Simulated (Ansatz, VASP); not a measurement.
**Two plane-wave programs on Al8N**

```
Al N
1.0
     2.85432    0.00000    0.00000
    -1.42716    2.47192    0.00000
     0.00000    0.00000   33.47606
Al N
8 1
Direct
  0.33333 0.66667 0.11949
  0.00000 0.00000 0.18956
  0.66667 0.33333 0.25964
  0.00000 0.00000 0.32971
  0.33333 0.66667 0.39922
  0.00000 0.00000 0.46965
  0.66667 0.33333 0.54010
  0.00000 0.00000 0.61166
  0.55556 0.44444 0.72129
```

Alike in both runs: task single point; functional PBE; k mesh 9 × 9 × 1; occupations gaussian, width 0.1 eV; no spin polarisation.

```csv
,VASP,Ansatz
version,VASP 6.6.1,Ansatz 0.2.0
potentials or method,"VASP PAW PBE potentials, release 64 (Al, N), cutoff 520 eV","scalar-relativistic, plane waves, PAW"
valence electrons in the cell,29,29
```

```csv
,VASP,Ansatz,Ansatz less VASP
gap on the k mesh at the Fermi level (eV),none,none,-
rms of the force components (eV/Å),0.104,0.104,-0.0002
```

Atom by atom the forces differ by 0.001 eV/Å (rms over components). A gap of «none» marks a metal or a gap that the smearing closes.
